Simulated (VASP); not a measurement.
Wanted: the native input for a VASP 6.6.1 run.

```
Task                   : relaxation of cell and atoms
Functional             : PBEsol
Potentials or basis    : VASP PAW PBE potentials, release 64 (Sc_sv, Al)
Cutoff                 : 600 eV
k mesh                 : 14 × 14 × 14
Occupations            : gaussian, width 0.1 eV
Spin                   : no spin polarisation
Target pressure        : 15 GPa
Dipole correction      : no
Further INCAR settings : ALGO = Normal; EDIFF = 1e-07; IBRION = 2; EDIFFG = -0.008; NSW = 70; ISIF = 3
```

The structure of ScAl lies in POSCAR:

```
ScAl
1.0
    3.1889030082      0.0000000000      0.0000000000
    0.0000000000      3.1889030082      0.0000000000
    0.0000000000      0.0000000000      3.1889030082
Sc Al
1 1
Direct
    0.5000000000      0.5000000000      0.5000000000
    0.0000000000      0.0000000000      0.0000000000
```

These files were run (other wordings do the same):

INCAR

```
SYSTEM = ScAl
ALGO = Normal ; EDIFF = 1E-7
EDIFFG = -0.008 ; ENCUT = 600
GGA = PS ; IBRION = 2
ISIF = 3 ; ISMEAR = 0
LASPH = .TRUE. ; LCHARG = .FALSE.
LREAL = .FALSE. ; LWAVE = .FALSE.
NELM = 60 ; NSW = 70
PREC = Accurate ; PSTRESS = 150.0
SIGMA = 0.1
```

KPOINTS

```
k-points
0
G
  14 14 14
  0 0 0
```

Potentials or basis: VASP PAW PBE potentials, release 64 (Sc_sv, Al).

Command:

```console
$ cat potpaw_PBE.64/Sc_sv/POTCAR potpaw_PBE.64/Al/POTCAR > POTCAR
$ mpirun -np 1 vasp_std > vasp.out
```

It gave:

* Relaxed volume: 16.30 Å³/atom
* Relaxed cell: a = 3.195 Å, b = 3.195 Å, c = 3.195 Å, α = 90.00°, β = 90.00°, γ = 90.00°
* Space group after relaxing (to 0.05 Å): Pm-3m (No. 221)
* Energy change on relaxing (the enthalpy is what falls): -8.4 meV/atom
* Ionic steps: 3
* Pressure after relaxing: 15.0 GPa
* Band gap on the k mesh: zero (band 7 reaches 7.54 eV, above the bottom of band 8 at 6.36 eV)

Caveat: the cell is relaxed towards a set pressure, so the enthalpy falls and the energy may rise; the PAW data sets were made with another functional, which shifts forces and pressure a little.

It took 87 s on 1 thread of Intel(R) Xeon(R) Platinum 8259CL CPU @ 2.50GHz (Skylake/Cascade Lake) (shared host), peak memory 0.21 GiB.
